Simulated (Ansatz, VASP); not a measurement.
One calculation of TiB2, two programs

Contents of INCAR:

```
PREC = Accurate ; ENCUT = 520
EDIFF = 1E-7 ; ISMEAR = -1
SIGMA = 0.03 ; LREAL = False
LASPH = True ; NELM = 100
ALGO = Normal ; ISIF = 2
LWAVE = False ; LCHARG = False
GGA = PS ; NBANDS = 16
```

Contents of KPOINTS:

```
regular mesh
0
Gamma
  14 14 11
```

File POSCAR:

```
TiB2
1.0
    3.0291982016      0.0000000000      0.0000000000
   -1.5145991008      2.6233625957      0.0000000000
    0.0000000000      0.0000000000      3.2606840000
Ti B
1 2
Direct
    0.0000000000      0.0000000000      0.0000000000
    0.3333333333      0.6666666667      0.5000000000
    0.6666666667      0.3333333333      0.5000000000
```

Input for Ansatz:

```yaml
crystal:
  lattice:
    - [3.0291982016, 0.0, 0.0]
    - [-1.5145991008, 2.6233625957, 0.0]
    - [0.0, 0.0, 3.260684]
  atoms:
    - { symbol: Ti, position: [0.0, 0.0, 0.0] }
    - { symbol: B, position: [0.3333333333, 0.6666666667, 0.5] }
    - { symbol: B, position: [0.6666666667, 0.3333333333, 0.5] }
kpoints:
  mp_grid: { grid: [14, 14, 11] }
  band_path:
    path:
      - [0.0, 0.0, 0.0]
      - [0.5, 0.0, 0.0]
      - [0.3333333333, 0.3333333333, 0.0]
      - [0.0, 0.0, 0.0]
      - [0.0, 0.0, 0.5]
      - [0.5, 0.0, 0.5]
      - [0.3333333333, 0.3333333333, 0.5]
      - [0.0, 0.0, 0.5]
      - [0.5, 0.0, 0.5]
    npoints: 5
scf:
  occupations: { method: fermi_dirac, width: 0.03 }
hamiltonian:
  xc: pbesol
  pseudopotentials: { kind: all_electron, lapw: { basis_error: 0.001 } }
output:
  forces: true
  stress: true
  eigenvalues: true
```

Change from the starting cell: zz strain of +1 %.

Alike in both runs: task single point; functional PBEsol; k mesh 14 × 14 × 11; occupations fermi-dirac, width 0.03 eV; no spin polarisation.

|  | VASP | Ansatz |
| --- | --- | --- |
| version | VASP 6.6.1 | Ansatz 0.2.0 |
| potentials or method | VASP PAW PBE potentials, release 64 (Ti_sv, B), cutoff 520 eV | all-electron LAPW, scalar-relativistic |

Ansatz gave:

```
pressure (GPa)                                                : -7.2
traceless stress, the component that is largest in VASP (GPa) : -4.13
```

Question: Which values does VASP return?

Answer: Pressure (GPa): -6.8; traceless stress, the component that is largest in VASP (GPa): -4.23.

VASP's potentials were made for PBE, not for PBEsol. Ansatz ran all-electron here, and VASP with PAW potentials.
